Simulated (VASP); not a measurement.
Here is a VASP 6.6.1 calculation.

File INCAR:

```
  PREC = Accurate
  ENCUT = 600
  EDIFF = 1E-6
  ISMEAR = 0
  SIGMA = 0.1
  LREAL = F
  LASPH = T
  NELM = 120
  ALGO = Normal
  ISIF = 2
  LWAVE = F
  LCHARG = F
  GGA = PE
  NBANDS = 11
  GGA_COMPAT = F
```

Contents of KPOINTS:

```
regular mesh
0
Gamma
  8 8 8
```

Contents of POSCAR:

```
BN
1.0
    0.0000000000      1.8130010000      1.8130010000
    1.8130010000      0.0000000000      1.8130010000
    1.8130010000      1.8130010000      0.0000000000
B N
1 1
Direct
    0.0000000000      0.0000000000      0.0000000000
    0.7500000000      0.7500000000      0.7500000000
```

Potentials or basis: VASP PAW PBE potentials, release 64 (B, N).

Command:

```bash
$ cat potpaw_PBE.64/B/POTCAR potpaw_PBE.64/N/POTCAR > POTCAR
$ mpirun -np 1 vasp_std > vasp.out
```

Q: Predict the band gap on the k mesh.

A: 4.45 eV, indirect (least direct gap 8.78 eV).

Q: Estimate the pressure.

A: -0.4 GPa.

A k mesh can miss the band edges. Expect the measured gap to be larger: semilocal functionals such as PBE lack the derivative discontinuity.
